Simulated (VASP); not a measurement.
# TiN: single point with PBEsol

The system is TiN.

```
CELL_PARAMETERS angstrom
0.00000 2.10195 2.10195
2.10195 0.00000 2.10195
2.10195 2.10195 0.00000
ATOMIC_POSITIONS crystal
Ti 0.00000 0.00000 0.00000
N 0.50000 0.50000 0.50000
```

| Item | Value |
| --- | --- |
| Program | VASP 6.6.1 |
| Task | single point |
| Functional | PBEsol |
| Potentials or basis | VASP PAW PBE potentials, release 64 (Ti_sv, N) |
| Cutoff | 520 eV |
| k mesh | 20 × 20 × 20 |
| Occupations | gaussian, width 0.15 eV |
| Spin | collinear spin |
| Starting moments | [0.75, 0.0] μB |
| Fixed moment | 0.75 μB |

```yaml
Pressure: 5.1 GPa
Net_moment: 0.75 μB per cell
Site_moments: Ti +0.57; N +0.04 μB
Valence_electrons_inside_the_program's_atomic_spheres: Ti 10.46; N 3.75
```

Run time: 3.8 min on 1 thread of Intel Xeon 8259CL, on a shared host, peak memory 0.27 GiB.

Caveat: the cell stands under pressure; the PAW data sets were made with another functional, which shifts forces and pressure a little; the total moment is fixed, so each spin has its own Fermi level.
